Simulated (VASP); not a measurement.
Set up this calculation in VASP 6.6.1, as the native input.

```yaml
Task: single point
Functional: LDA
Potentials_or_basis: VASP PAW LDA potentials, release 64 (Rh_pv)
Cutoff: 520 eV
k_mesh: 18 × 18 × 6
Occupations: gaussian, width 0.15 eV
Spin: no spin polarisation
Dipole_correction: no
Further_INCAR_settings: ALGO = Fast; EDIFF = 1e-07; NBANDS = 38
```

The structure of Rh lies in POSCAR:

```
Rh
1.0
    2.6572578348      0.0000000000      0.0000000000
   -1.3286289174      2.3012527894      0.0000000000
    0.0000000000      0.0000000000      9.1291000000
Rh
4
Direct
    0.0000000000      0.0000000000      0.0000000000
    0.3333333333      0.6666666667      0.2500000000
    0.0000000000      0.0000000000      0.5000000000
    0.6666666667      0.3333333333      0.7500000000
```

This isn't the form of Rh at room conditions, which is fcc.

One way to write it, as run:

INCAR

```
SYSTEM = Rh
  PREC = Accurate
  ENCUT = 520
  EDIFF = 1E-7
  ISMEAR = 0
  SIGMA = 0.15
  LREAL = .FALSE.
  LASPH = .TRUE.
  NELM = 100
  ALGO = Fast
  ISIF = 2
  LWAVE = .FALSE.
  LCHARG = .TRUE.
  GGA = CA
  LELF = .TRUE.
  LVHAR = .TRUE.
  NBANDS = 38
```

KPOINTS

```
regular mesh
0
G
  18 18 6
  0 0 0
```

Potentials or basis: VASP PAW LDA potentials, release 64 (Rh_pv).

The run is started by

```bash
$ cat potpaw_LDA.64/Rh_pv/POTCAR > POTCAR
$ mpirun -np 1 vasp_std > vasp.out
```

Results of the run:

```yaml
Pressure: -12.7 GPa
Band_gap_on_the_k_mesh: zero (bands 30 and 31 overlap by 2.01 eV)
```

Caveat: the stress differs along the axes, from -24 to -7 GPa.

It took 2.5 min on 1 thread of Intel(R) Xeon(R) 6975P-C (Granite Rapids) (shared host), peak memory 0.31 GiB.
